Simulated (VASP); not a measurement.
# Hf (Pm-3m) in VASP: a series of runs

Hf is run at these levels: revPBE+D3(BJ); tasks: single point.

Everything below comes from runs of VASP 6.6.1. Logs are shortened: lines on timing, memory, paths and dates and some standing lists are left out, and cuts for length are marked.

### 1 The cell of the first run

The structure is cubic, space group Pm-3m (No. 221). Conventional cell: a = 2.774 Å, b = 2.774 Å, c = 2.774 Å, α = 90.00°, β = 90.00°, γ = 90.00°. Within 3.7 Å of Hf (site symmetry m-3m) lie 6 Hf at 2.77 Å.

### 2 Single point, revPBE+D3(BJ)

File INCAR:

```
ALGO     = Normal         # electronic algorithm
EDIFF    = 1E-6           # SCF threshold, eV
ENCUT    = 520            # plane-wave cutoff, eV
GGA      = RE             # functional
ISIF     = 2              # what is computed and relaxed
ISMEAR   = -1             # smearing method
IVDW     = 12             # dispersion correction
LASPH    = True           # aspherical terms in the spheres
LCHARG   = True           # write CHGCAR
LELF     = True           # ELF
LREAL    = False          # projectors in reciprocal space
LVHAR    = True         
LWAVE    = False          # write WAVECAR
NBANDS   = 11             # bands
NELM     = 80             # most SCF steps
PREC     = Accurate       # precision mode
SIGMA    = 0.1            # smearing width, eV
```

File KPOINTS:

```
k-points
0
Gamma
  9 9 9
```

File POSCAR:

```
Hf
1.0
    2.7743142293      0.0000000000      0.0000000000
    0.0000000000      2.7743142293      0.0000000000
    0.0000000000      0.0000000000      2.7743142293
Hf
1
Direct
    0.0000000000      0.0000000000      0.0000000000
```

Potentials or basis: VASP PAW PBE potentials, release 64 (Hf_pv).

Command:

```bash
$ cat potpaw_PBE.64/Hf_pv/POTCAR > POTCAR
$ mpirun -np 1 vasp_std > vasp.out
```

OUTCAR:

```text
EDIFF = 1E-6
   ENCUT = 520
   GGA = RE
   ISIF = 2
   ISMEAR = -1
   IVDW = 12
   LASPH = True
   LREAL = False
   NELM = 80
   PREC = Accurate
 IVDW          = 12

 ion  position               nearest neighbor table
   1  0.000  0.000  0.000-

  LATTYP: Found a simple cubic cell.
 ALAT       =     2.7743142293

  Lattice vectors:

 A1 = (   2.7743142293,   0.0000000000,   0.0000000000)
 A2 = (   0.0000000000,   2.7743142293,   0.0000000000)
 A3 = (   0.0000000000,   0.0000000000,   2.7743142293)

Analysis of symmetry for initial positions (statically):
=====================================================================
 Subroutine PRICEL returns:
 Original cell was already a primitive cell.

 Routine SETGRP: Setting up the symmetry group for a
 simple cubic supercell.

 Subroutine GETGRP returns: Found 48 space group operations
 (whereof 48 operations were pure point group operations)
 out of a pool of 48 trial point group operations.

The static configuration has the point symmetry O_h .

Analysis of symmetry for dynamics (positions and initial velocities):
=====================================================================
 Subroutine PRICEL returns:
 Original cell was already a primitive cell.

 Routine SETGRP: Setting up the symmetry group for a
 simple cubic supercell.

 Subroutine GETGRP returns: Found 48 space group operations
 (whereof 48 operations were pure point group operations)
 out of a pool of 48 trial point group operations.

The dynamic configuration has the point symmetry O_h .

 Subroutine INISYM returns: Found 48 space group operations
 (whereof 48 operations are pure point group operations),
 and found     1 'primitive' translations

----------------------------------------------------------------------------------------

                                     Primitive cell

  volume of cell :      21.3534

  direct lattice vectors                    reciprocal lattice vectors
     2.774314229  0.000000000  0.000000000     0.360449436  0.000000000  0.000000000
     0.000000000  2.774314229  0.000000000     0.000000000  0.360449436  0.000000000
     0.000000000  0.000000000  2.774314229     0.000000000  0.000000000  0.360449436

  length of vectors
     2.774314229  2.774314229  2.774314229     0.360449436  0.360449436  0.360449436

  position of ions in fractional coordinates (direct lattice)
     0.000000000  0.000000000  0.000000000

  ion indices of the primitive-cell ions
   primitive index   ion index
                 1           1

----------------------------------------------------------------------------------------

 KPOINTS: k-points

Automatic generation of k-mesh.
 Grid dimensions read from file:
 generate k-points for:    9    9    9

 Generating k-lattice:

  Cartesian coordinates                     Fractional coordinates (reciprocal lattice)
     0.040049937  0.000000000  0.000000000     0.111111111  0.000000000  0.000000000
     0.000000000  0.040049937  0.000000000     0.000000000  0.111111111  0.000000000
     0.000000000  0.000000000  0.040049937     0.000000000  0.000000000  0.111111111

  Length of vectors
     0.040049937  0.040049937  0.040049937

  Shift w.r.t. Gamma in fractional coordinates (k-lattice)
     0.000000000  0.000000000  0.000000000

 Subroutine IBZKPT returns following result:
 ===========================================

 Found     35 irreducible k-points:

 Following reciprocal coordinates:
            Coordinates               Weight
  0.000000  0.000000  0.000000      1.000000
  0.111111  0.000000  0.000000      6.000000
  0.222222  0.000000  0.000000      6.000000
  0.333333  0.000000  0.000000      6.000000
  0.444444  0.000000  0.000000      6.000000
  0.111111  0.111111  0.000000     12.000000
[... 16 lines left out ...]
  0.333333  0.333333  0.111111     24.000000
  0.444444  0.333333  0.111111     48.000000
 [... further k-points ...]
   k-points           NKPTS =     35   k-points in BZ     NKDIM =     35   number of bands    NBANDS=     11
   number of dos      NEDOS =    301   number of ions     NIONS =      1
   total plane-waves  NPLWV =  13824
   dimension x,y,z NGX =    24 NGY =   24 NGZ =   24
   dimension x,y,z NGXF=    48 NGYF=   48 NGZF=   48
   ions per type =               1
   NGX,Y,Z   is equivalent  to a cutoff of  14.38, 14.38, 14.38 a.u.
   NGXF,Y,Z  is equivalent  to a cutoff of  28.76, 28.76, 28.76 a.u.
 SYSTEM =  unknown system
   PREC   = accura    normal or accurate (medium, high low for compatibility)
   ISTART =      0    job   : 0-new  1-cont  2-samecut
   ICHARG =      2    charge: 1-file 2-atom 10-const
   ISPIN  =      1    spin polarized calculation?
   LNONCOLLINEAR =      F non collinear calculations
   LSORBIT =      F    spin-orbit coupling
   LASPH  =      T    aspherical Exc in radial PAW
   ENCUT  =  520.0 eV  38.22 Ry    6.18 a.u.   5.16  5.16  5.16*2*pi/ulx,y,z
   NELM   =     80;   NELMIN=  2; NELMDL= -5     # of ELM steps
   EDIFF  = 0.1E-05   stopping-criterion for ELM
   LREAL  =      F    real-space projection
   EDIFFG = 0.1E-04   stopping-criterion for IOM
   NSW    =      0    number of steps for IOM
   IBRION =     -1    ionic relax: 0-MD 1-quasi-New 2-CG
   NFREE  =      0    steps in history (QN), initial steepest desc. (CG)
   ISIF   =      2    stress and relaxation
   ISYM   =      2    0-nonsym 1-usesym 2-fastsym
   POTIM  = 0.5000    time-step for ionic-motion
   TEBEG  =    0.0;   TEEND  =   0.0 temperature during run
   PSTRESS=    0.0 pullay stress
   NELECT =      10.0000    total number of electrons
   NUPDOWN=      -1.0000    fix difference up-down
   EMIN   =  10.00;   EMAX   =-10.00  energy-range for DOS
   EFERMI =   0.00;   METHOD = LEGACY
   ISMEAR =    -1;   SIGMA  =   0.10  broadening in eV -4-tet -1-fermi 0-gaus
   EFERMI_NEDOS =   21; number of points for ismear=-14 and -15
   IALGO  =     38    algorithm
   IMIX   =      4    mixing-type and parameters
     AMIX     =   0.40;   BMIX     =  1.00
     AMIX_MAG =   1.60;   BMIX_MAG =  1.00
  volume/ion in A,a.u.               =      21.35       144.10
  Fermi-wavevector in a.u.,A,eV,Ry     =   1.271313  2.402433 21.990239  1.616237
  Thomas-Fermi vector in A             =   2.404253
   LORBIT       =      0    0 simple, 1 ext, 2 COOP (PROOUT), +10 PAW based schemes
   GGA     = RE    functional components
   LHFCALC =     F    Hartree Fock is set to
   AEXX    =    0.0000 exact exchange contribution
   IVDW    =    12    specifies the selected vdW correction
   LEPSILON=     F    determine dielectric tensor
   LRPA    =     F    only Hartree local field effects (RPA)
 non-spin polarized calculation
  energy-cutoff  :      520.00
  volume of cell :       21.35
 maximum number of plane-waves:       588
 NGX is ok and might be reduce to    24
   NGX = 11   NGY = 11   NGZ = 11

 number of electron      10.0000002 magnetization

 Free energy of the ion-electron system (eV)
  ---------------------------------------------------
  ext. energy  EPLUGINS =         0.00000000
  ---------------------------------------------------
  free energy    TOTEN  =        -8.36371498 eV

  energy without entropy =       -8.32040650  energy(sigma->0) =       -8.34206074

 E-fermi :   4.8373     XC(G=0): -11.3568

 val. band max:        4.8251264372   @ k =   0.4444   0.1111   0.1111
 cond. band min:       4.9091229857   @ k =   0.4444   0.4444   0.1111
 fundamental gap:      0.0839965485
 Fermi energy:         4.8373214166

 k-point     1 :       0.0000    0.0000    0.0000
  band No.  band energies     occupation
      1     -24.6401      2.00000
      2     -24.6401      2.00000
      3     -24.6401      2.00000
      4      -2.0421      2.00000
      5       3.0878      2.00000
      6       3.0878      2.00000
      7      12.4589      0.00000
      8      12.4589      0.00000
      9      12.4589      0.00000
     10      18.4688      0.00000
     11      19.1238      0.00000

 k-point     2 :       0.1111    0.0000    0.0000
  band No.  band energies     occupation
      1     -24.8229      2.00000
      2     -24.6248      2.00000
      3     -24.6248      2.00000
      4      -1.6692      2.00000
      5       3.1980      2.00000
      6       3.4733      2.00000
      7      11.6801      0.00000
      8      11.6801      0.00000
      9      12.5109      0.00000
     10      17.4830      0.00000
     11      18.4787      0.00000

 k-point     3 :       0.2222    0.0000    0.0000
  band No.  band energies     occupation
      1     -25.2649      2.00000
      2     -24.5859      2.00000
      3     -24.5859      2.00000
      4      -0.7180      2.00000
      5       3.4931      2.00000
      6       4.4458      1.96089
      7      10.2381      0.00000
      8      10.2381      0.00000
      9      12.6456      0.00000
     10      15.3463      0.00000
     11      18.4763      0.00000

 k-point     4 :       0.3333    0.0000    0.0000
  band No.  band energies     occupation
      1     -25.7360      2.00000
      2     -24.5412      2.00000
      3     -24.5412      2.00000
      4       0.4760      2.00000
      5       3.8632      1.99988
      6       5.2164      0.04414
      7       9.0223      0.00000
      8       9.0223      0.00000
      9      12.8042      0.00000
     10      14.6874      0.00000
     11      18.4765      0.00000
[... 239 lines left out ...]
 k-point    22 :       0.4444    0.2222    0.1111
  band No.  band energies     occupation
      1     -25.9210      2.00000
      2     -25.0839      2.00000
      3     -24.6284      2.00000
      4       2.8509      2.00000
      5       3.8756      1.99987
      6       6.0369      0.00001
      7       7.0037      0.00000
      8      10.2715      0.00000
      9      10.6637      0.00000
     10      16.2808      0.00000
     11      18.4728      0.00000

 k-point    23 :       0.3333    0.3333    0.1111
  band No.  band energies     occupation
      1     -25.5895      2.00000
      2     -25.5537      2.00000
      3     -24.6135      2.00000
      4       2.2589      2.00000
      5       4.2427      1.99478
      6       7.2727      0.00000
      7       7.5891      0.00000
      8       9.6648      0.00000
      9       9.7052      0.00000
     10      16.9872      0.00000
     11      18.2977      0.00000

 k-point    24 :       0.4444    0.3333    0.1111
  band No.  band energies     occupation
      1     -25.8518      2.00000
      2     -25.5289      2.00000
      3     -24.5833      2.00000
      4       2.1702      2.00000
      5       4.3921      1.97697
      6       7.1360      0.00000
      7       7.5468      0.00000
      8       9.8853      0.00000
      9      11.3083      0.00000
     10      16.1747      0.00000
     11      18.4549      0.00000

 [... further k-points ...]

------------------------ aborting loop because EDIFF is reached ----------------------------------------

 Edisp (eV)   -0.82119

 E8    (eV) :    -0.6256

  FORCE on cell =-STRESS in cart. coord.  units (eV):
  Direction    XX          YY          ZZ          XY          YZ          ZX
  --------------------------------------------------------------------------------------
  -------------------------------------------------------------------------------------
  Total       1.27745     1.27745     1.27745     0.00000     0.00000    -0.00000
  in kB      95.84894    95.84894    95.84894     0.00000     0.00000    -0.00000
  external pressure =       95.85 kB  Pullay stress =        0.00 kB

 VOLUME and BASIS-vectors are now :
 -----------------------------------------------------------------------------
  energy-cutoff  :      520.00
  volume of cell :       21.35
      direct lattice vectors                 reciprocal lattice vectors
     2.774314229  0.000000000  0.000000000     0.360449436  0.000000000  0.000000000
     0.000000000  2.774314229  0.000000000     0.000000000  0.360449436  0.000000000
     0.000000000  0.000000000  2.774314229     0.000000000  0.000000000  0.360449436

 POSITION                                       TOTAL-FORCE (eV/Angst)
 -----------------------------------------------------------------------------------
      0.00000      0.00000      0.00000         0.000000      0.000000      0.000000
 -----------------------------------------------------------------------------------
    total drift:                                0.000000     -0.000000      0.000000

  FREE ENERGIE OF THE ION-ELECTRON SYSTEM (eV)
  ---------------------------------------------------
  free  energy   TOTEN  =        -9.1849088284 eV

  energy  without entropy=       -9.1416003493  energy(sigma->0) =       -9.16325459
```

Wall time 5.3 s (1 thread of Intel Xeon Platinum 8488C (Sapphire Rapids), shared host); peak memory 0.15 GiB.

Results:

```
Free energy                : -9.1849 eV
Pressure                   : 9.6 GPa
Band gap on the k mesh     : zero (band 5 reaches 5.66 eV, above the bottom of band 6 at 3.09 eV)
Dispersion energy per atom : -0.821 eV
```

Caveat: the PAW data sets were made with another functional, which shifts forces and pressure a little; spin-orbit coupling is left out, which moves the levels of the heavy elements; pairwise dispersion overbinds metals, which lowers pressure and volume.

### 3 Single point, revPBE+D3(BJ)

This run uses another cell than the first one, of 19.77 Å³/atom, 0.926 times its volume.

File INCAR:

```
PREC = Accurate ; ENCUT = 520
EDIFF = 1E-6 ; ISMEAR = -1
SIGMA = 0.1 ; LREAL = False
LASPH = True ; NELM = 100
ALGO = Normal ; ISIF = 2
LWAVE = False ; LCHARG = False
GGA = RE ; IVDW = 12
NBANDS = 11
```

File KPOINTS:

```
regular mesh
0
Gamma
  9 9 9
```

File POSCAR:

```
Hf
1.0
    2.7039100649      0.0000000000      0.0000000000
    0.0000000000      2.7039100649      0.0000000000
    0.0000000000      0.0000000000      2.7039100649
Hf
1
Direct
    0.0000000000      0.0000000000      0.0000000000
```

Potentials or basis: VASP PAW PBE potentials, release 64 (Hf_pv).

Command:

```bash
$ cat potpaw_PBE.64/Hf_pv/POTCAR > POTCAR
$ mpirun -np 1 vasp_std > vasp.out
```

It took 4.7 s on 1 thread of Intel Xeon Platinum 8488C (Sapphire Rapids), shared host; peak memory 0.13 GiB.

The run converged. Its results:

```
Free energy                : -9.0442 eV
Pressure                   : 19.4 GPa
Band gap on the k mesh     : zero (band 5 reaches 6.30 eV, above the bottom of band 6 at 3.40 eV)
Dispersion energy per atom : -0.889 eV
```

Levels at points of the mesh, in eV from the Fermi level:
| k point | band 2 | band 3 | band 4 | band 5 | band 6 | band 7 | band 8 | band 9 |
| --- | --- | --- | --- | --- | --- | --- | --- | --- |
| (0.00, 0.00, 0.00) | -29.23 | -29.23 | -7.09 | -1.99 | -1.99 | 8.24 | 8.24 | 8.24 |

Caveat: the PAW data sets were made with another functional, which shifts forces and pressure a little; spin-orbit coupling is left out, which moves the levels of the heavy elements; pairwise dispersion overbinds metals, which lowers pressure and volume.

### 4 Single point, revPBE+D3(BJ)

This run uses another cell than the first one, of 22.44 Å³/atom, 1.051 times its volume.

File INCAR:

```
SYSTEM = Hf
ALGO     = Normal         ! electronic algorithm
EDIFF    = 1E-6           ! SCF threshold, eV
ENCUT    = 520            ! plane-wave cutoff, eV
GGA      = RE             ! functional
ISIF     = 2              ! what is computed and relaxed
ISMEAR   = -1             ! smearing method
IVDW     = 12             ! dispersion correction
LASPH    = .True.         ! aspherical terms in the spheres
LCHARG   = .True.         ! write CHGCAR
LELF     = .True.         ! ELF
LREAL    = .False.        ! projectors in reciprocal space
LVHAR    = .True.       
LWAVE    = .False.        ! write WAVECAR
NBANDS   = 11             ! bands
NELM     = 100            ! most SCF steps
PREC     = Accurate       ! precision mode
SIGMA    = 0.1            ! smearing width, eV
```

File KPOINTS:

```
k-points
0
Gamma
  9 9 9
  0 0 0
```

File POSCAR:

```
Hf
1.0
    2.8206406557      0.0000000000      0.0000000000
    0.0000000000      2.8206406557      0.0000000000
    0.0000000000      0.0000000000      2.8206406557
Hf
1
Direct
    0.0000000000      0.0000000000      0.0000000000
```

Command:

```bash
$ cat potpaw_PBE.64/Hf_pv/POTCAR > POTCAR
$ mpirun -np 1 vasp_std > vasp.out
```

Wall time 5 s (1 thread of Intel Xeon Platinum 8488C (Sapphire Rapids), shared host); peak memory 0.15 GiB.

It converged, with:

```
Free energy                : -9.2326 eV
Pressure                   : 4.6 GPa
Band gap on the k mesh     : zero (band 5 reaches 5.27 eV, above the bottom of band 6 at 2.88 eV)
Dispersion energy per atom : -0.780 eV
```

Levels at points of the mesh, in eV from the Fermi level:
```tsv
k point	band 1	band 2	band 3	band 4	band 5	band 6	band 7	band 8	band 9	band 10
(0.00, 0.00, 0.00)	-29.64	-29.64	-29.64	-6.73	-1.61	-1.61	7.24	7.24	7.24	13.49
```

Caveat: the PAW data sets were made with another functional, which shifts forces and pressure a little; spin-orbit coupling is left out, which moves the levels of the heavy elements; pairwise dispersion overbinds metals, which lowers pressure and volume.

[end of part 1 of 2]
